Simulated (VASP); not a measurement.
A run of VASP 6.6.1 is set up as follows.

Contents of INCAR:

```
ALGO = Normal
EDIFF = 1E-7
EDIFFG = -0.01
ENCUT = 520
GGA = PS
IBRION = 2
ISIF = 2
ISMEAR = -1
LASPH = True
LCHARG = False
LREAL = False
LWAVE = False
NELM = 80
NSW = 60
PREC = Accurate
SIGMA = 0.05
```

File KPOINTS:

```
k-points
0
Gamma
  6 6 8
```

POSCAR

```
Ti
1.0
    4.5673748306      0.0000000000      0.0000000000
   -2.2836874153      3.9554626319      0.0000000000
    0.0000000000      0.0000000000      2.8262442700
Ti
3
Direct
    0.6666666667      0.3333333333      0.5000000000
    0.3333333333      0.6666666667      0.5000000000
    0.0000000000      0.0000000000      0.0000000000
```

Potentials or basis: VASP PAW PBE potentials, release 64 (Ti_sv).

Command:

```console
$ cat potpaw_PBE.64/Ti_sv/POTCAR > POTCAR
$ mpirun -np 1 vasp_std > vasp.out
```

**Question.** Estimate the band gap on the k mesh.

**Answer.** Zero (bands 18 and 19 overlap by 0.14 eV).

Final structure:
```
Ti
1.0
     4.56737    0.00000    0.00000
    -2.28369    3.95546    0.00000
     0.00000    0.00000    2.82624
Ti
3
Direct
  0.66667 0.33333 0.50000
  0.33333 0.66667 0.50000
  0.00000 0.00000 0.00000
```
